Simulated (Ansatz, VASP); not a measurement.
## One calculation of KMgF3, two programs

```
K Mg F
1.0
     4.05282    0.00000    0.00000
     0.00000    4.05282    0.00000
     0.00000    0.00000    4.05364
K Mg F
1 1 3
Direct
  0.50000 0.50000 0.50000
  0.00000 0.00000 0.00000
  0.00000 0.50000 0.99998
  0.50000 0.00000 0.00002
  0.00000 0.00000 0.50000
```

Alike in both runs: functional PBE; k mesh 4 × 4 × 4; occupations gaussian, width 0.1 eV; no spin polarisation.

Ansatz relaxed the structure, and its values are those at the end. VASP's run is a single point on that final structure, the one shown.

|  | VASP | Ansatz |
| --- | --- | --- |
| version | VASP 6.6.1 | Ansatz 0.2.0 |
| potentials or method | VASP PAW PBE potentials, release 64 (K_sv, Mg, F), cutoff 520 eV | scalar-relativistic, plane waves, PAW |
| valence electrons in the cell | 32 | 40 |

Ansatz gave:

```
gap on the k mesh at the Fermi level (eV) : 6.97
least direct gap on the mesh (eV)         : 7.28
pressure (GPa)                            : 0.1
```

Task: What did VASP give for the same quantities?

Result: gap on the k mesh at the Fermi level (eV): 6.94; least direct gap on the mesh (eV): 7.26; pressure (GPa): -0.4.

The functional is the same, so the differences come from potentials, cutoffs and numerics. VASP's potentials hold 32 valence electrons a cell and Ansatz's 40, so a difference there can come from the potentials and not from the codes.
